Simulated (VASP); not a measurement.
Here is a VASP 6.6.1 calculation.

The input INCAR:

```
  PREC = Accurate
  ENCUT = 520
  EDIFF = 1E-6
  ISMEAR = 0
  SIGMA = 0.15
  LREAL = F
  LASPH = T
  NELM = 60
  ALGO = Fast
  ISIF = 2
  LWAVE = F
  LCHARG = F
  GGA = PS
  NBANDS = 14
```

The input KPOINTS:

```
Automatic mesh
0
Gamma
  20 20 20
```

File POSCAR:

```
TiAl
1.0
    3.1091269662      0.0000000000      0.0000000000
    0.0000000000      3.1091269662      0.0000000000
    0.0000000000      0.0000000000      3.1564740774
Ti Al
1 1
Direct
    0.0000000000      0.0000000000      0.0000000000
    0.5000000000      0.5000000000      0.5000000000
```

Potentials or basis: VASP PAW PBE potentials, release 64 (Ti_sv, Al).

The run is started by

```console
$ cat potpaw_PBE.64/Ti_sv/POTCAR potpaw_PBE.64/Al/POTCAR > POTCAR
$ mpirun -np 1 vasp_std > vasp.out
```

Predict the band gap on the k mesh.

zero (an odd number of electrons rules out a gap without spin polarisation).

Estimate the pressure.

3.9 GPa.

Stress tensor (GPa, compression positive):
```
3.54 0.00 0.00
0.00 3.54 0.00
0.00 0.00 4.52
```

Caveat: the cell differs from its parent crystal (strain -0.015 along x and y, +0.000 along z); the cell stands under pressure; the PAW data sets were made with another functional, which shifts forces and pressure a little.
